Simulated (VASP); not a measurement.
A run of VASP 6.6.1 is set up as follows.

Contents of INCAR:

```
SYSTEM = CuAu
PREC = Accurate ; ENCUT = 600
EDIFF = 1E-7 ; ISMEAR = -1
SIGMA = 0.15 ; LREAL = .False.
LASPH = .True. ; NELM = 100
ALGO = Normal ; ISIF = 3
LWAVE = .False. ; LCHARG = .False.
GGA = CA ; IBRION = 2
NSW = 80 ; EDIFFG = -0.001
```

File KPOINTS:

```
Automatic mesh
0
Gamma
  14 14 12
  0 0 0
```

The input POSCAR:

```
CuAu
1.0
    2.8095998627      0.0000000000      0.0000000000
    0.0000000000      2.8095998627      0.0000000000
    0.0000000000      0.0000000000      3.4917331358
Cu Au
1 1
Direct
    0.5000000000      0.5000000000      0.5000000000
    0.0000000000      0.0000000000      0.0000000000
```

Potentials or basis: VASP PAW LDA potentials, release 64 (Cu, Au).

Command:

```bash
$ cat potpaw_LDA.64/Cu/POTCAR potpaw_LDA.64/Au/POTCAR > POTCAR
$ mpirun -np 1 vasp_std > vasp.out
```

**Question.** What does it give for the space group after relaxing (to 0.05 Å)?

**Answer.** P4/mmm (No. 123).

**Question.** What does it give for the relaxed volume?

**Answer.** 13.83 Å³/atom.

**Question.** Estimate the band gap on the k mesh.

**Answer.** Zero (band 11 reaches 14.57 eV, above the bottom of band 12 at 7.10 eV).

**Question.** Estimate the relaxed cell.

**Answer.** a = 2.799 Å, b = 2.799 Å, c = 3.531 Å, α = 90.00°, β = 90.00°, γ = 90.00°.

Final structure:
```
CELL_PARAMETERS angstrom
2.79879 0.00000 0.00000
0.00000 2.79879 0.00000
0.00000 0.00000 3.53124
ATOMIC_POSITIONS crystal
Cu 0.50000 0.50000 0.50000
Au 0.00000 0.00000 0.00000
```

Caveat: spin-orbit coupling is left out, which moves the levels of the heavy elements.
